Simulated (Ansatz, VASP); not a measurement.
**TaAs in VASP and in Ansatz**

File INCAR:

```
ALGO = Normal ; EDIFF = 1E-7
EDIFFG = -0.04 ; ENCUT = 600
GGA = PE ; IBRION = 2
ISIF = 3 ; ISMEAR = 0
LASPH = T ; LCHARG = F
LREAL = F ; LWAVE = F
NELM = 80 ; NSW = 90
PREC = Accurate ; SIGMA = 0.1
```

Contents of KPOINTS:

```
k-points
0
Gamma
  6 6 4
```

The input POSCAR:

```
TaAs
1.0
    3.8814600000      0.0000000000      0.0000000000
   -1.9407300000      3.3614429600      0.0000000000
    0.0000000000      0.0000000000      5.8504443400
Ta As
2 2
Direct
    0.3333333300      0.6666666700      0.7500000000
    0.6666666700      0.3333333300      0.2500000000
    0.0000000000      0.0000000000      0.2500000000
    0.0000000000      0.0000000000      0.7500000000
```

Input for Ansatz:

```yaml
crystal:
  lattice:
    - [3.88146, 0.0, 0.0]
    - [-1.94073, 3.36144296, 0.0]
    - [0.0, 0.0, 5.85044434]
  atoms:
    - { symbol: Ta, position: [0.33333333, 0.66666667, 0.75] }
    - { symbol: Ta, position: [0.66666667, 0.33333333, 0.25] }
    - { symbol: As, position: [0.0, 0.0, 0.25] }
    - { symbol: As, position: [0.0, 0.0, 0.75] }
basis:
  ecutwfc: 420
kpoints:
  mp_grid: { grid: [6, 6, 4] }
hamiltonian:
  xc: pbe
scf:
  occupations: { method: gaussian, width: 0.1 }
  lower_state_search: "off"
output:
  forces: true
  stress: true
  eigenvalues: true
relax:
  adjacent_minimum: "off"
  f_tol: 0.04
  max_steps: 70
  cell: { stress_tol: 0.4 }
```

Alike in both runs: task relaxation of cell and atoms; functional PBE; k mesh 6 × 6 × 4; occupations gaussian, width 0.1 eV; no spin polarisation.

|  | VASP | Ansatz |
| --- | --- | --- |
| version | VASP 6.6.1 | Ansatz 0.2.0 |
| potentials or method | VASP PAW PBE potentials, release 64 (Ta_pv, As), cutoff 600 eV | scalar-relativistic, plane waves, PAW |
| valence electrons in the cell | 32 | 56 |

Ansatz gave:

| Quantity | Value |
| --- | --- |
| gap on the k mesh at the Fermi level, each at its own relaxed structure (eV) | none |
| relaxed volume (Å³/atom) | 21.49 |
| relaxed cell length with the largest relative difference (Å) | 5.314 |

Question: Which values does VASP return?

Answer: gap on the k mesh at the Fermi level, each at its own relaxed structure (eV): none; relaxed volume (Å³/atom): 21.63; relaxed cell length with the largest relative difference (Å): 5.335.

A gap of «none» marks a metal or a gap that the smearing closes. VASP's potentials hold 32 valence electrons a cell and Ansatz's 56, so a difference there can come from the potentials and not from the codes.

Spin-orbit coupling is off throughout.
